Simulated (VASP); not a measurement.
**Ga: single point with PBE+D3(BJ)**

The system is Ga.

```
Ga
1.0
    -1.40686    1.40686    2.26723
     1.40686   -1.40686    2.26723
     1.40686    1.40686   -2.26723
Ga
1
Cartesian
  0.0000 0.0000 0.0000
```

```
Program                 : VASP 6.6.1
Task                    : single point
Functional              : PBE
Dispersion              : D3(BJ)
Potentials or basis     : VASP PAW PBE potentials, release 64 (Ga_d)
Cutoff                  : 520 eV
k mesh                  : 20 × 20 × 20
Occupations             : gaussian, width 0.1 eV
Spin                    : no spin polarisation
Dipole correction       : no
k mesh for the DOS      : 30 × 30 × 30
Occupations for the DOS : tetrahedron
Further INCAR settings  : ALGO = Fast; EDIFF = 1e-07
```

```
Valence electrons inside the program's atomic spheres : Ga 11.55
Dispersion energy per atom                            : -0.320 eV
```

Levels at points of the mesh, in eV from the Fermi level:
| k point | band 2 | band 3 | band 4 | band 5 | band 6 | band 7 | band 8 | band 9 | band 10 |
| --- | --- | --- | --- | --- | --- | --- | --- | --- | --- |
| (0.00, 0.00, 0.00) | -14.91 | -14.91 | -14.91 | -14.76 | -11.44 | 12.76 | 12.80 | 12.80 | 16.28 |
| (0.50, 0.00, 0.00) | -15.02 | -14.90 | -14.73 | -14.69 | -4.94 | -4.18 | 8.38 | 11.91 | 12.41 |
| (0.50, 0.50, 0.00) | -15.10 | -14.74 | -14.73 | -14.61 | -2.13 | -1.27 | 3.98 | 5.01 | 8.03 |
| (0.50, 0.50, 0.50) | -15.10 | -14.70 | -14.70 | -14.70 | -4.04 | -3.69 | 6.66 | 6.66 | 9.85 |

Wall time 3.6 min on 1 thread of Intel(R) Xeon(R) Platinum 8488C (Sapphire Rapids) (shared host), peak memory 0.51 GiB.
